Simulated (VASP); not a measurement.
**Ag: relaxation of cell and atoms with BLYP**

The system is Ag.

```
Ag
1.0
     0.00000    2.04275    2.04275
     2.04275    0.00000    2.04275
     2.04275    2.04275    0.00000
Ag
1
Direct
  0.00000 0.00000 0.00000
```

```yaml
Program: VASP 6.6.1
Task: relaxation of cell and atoms
Functional: BLYP
Potentials_or_basis: VASP PAW PBE potentials, release 64 (Ag)
Cutoff: 600 eV
k_mesh: 11 × 11 × 11
Occupations: fermi-dirac, width 0.05 eV
Spin: no spin polarisation
Dipole_correction: no
Further_INCAR_settings: ALGO = Normal; EDIFF = 1e-07; IBRION = 2; EDIFFG = -0.005; NSW = 80; ISIF = 3
```

| Item | Value |
| --- | --- |
| Relaxed volume | 19.31 Å³/atom |
| Relaxed cell | a = 3.011 Å, b = 3.011 Å, c = 3.011 Å, α = 60.00°, β = 60.00°, γ = 60.00° |
| Space group after relaxing (to 0.05 Å) | Fm-3m (No. 225) |
| Energy gained by relaxing | 74.9 meV/atom |
| Ionic steps | 5 |
| Pressure after relaxing | 0.0 GPa |

Step by step:
```tsv
step	energy change (eV)	largest force (eV/Å)	pressure (GPa)	volume (Å³)
1	0.0000	0.0000	12.12	17.05
2	-0.0627	0.0000	-3.29	20.43
3	-0.0749	0.0000	0.05	19.30
4	-0.0748	0.0000	-0.11	19.35
5	-0.0749	0.0000	-0.01	19.31
```

Final structure:
```
Ag
1.0
     0.00000    2.12941    2.12941
     2.12941    0.00000    2.12941
     2.12941    2.12941    0.00000
Ag
1
Direct
  0.00000 0.00000 0.00000
```

Levels at points of the mesh, in eV from the Fermi level:
```
           k point  band 2  band 3  band 4  band 5  band 6  band 7  band 8  band 9
(0.00, 0.00, 0.00)   -4.80   -4.80   -4.80   -3.97   -3.97   15.67   18.24   18.24
```

It took 36 s on 1 thread of Intel Xeon 6975P-C, on a shared host, peak memory 0.15 GiB.

Caveat: the PAW data sets were made with another functional, which shifts forces and pressure a little; the volume moved by +13 % from the deposited cell, more than functionals usually miss. BLYP gives volumes clearly too large for solids.
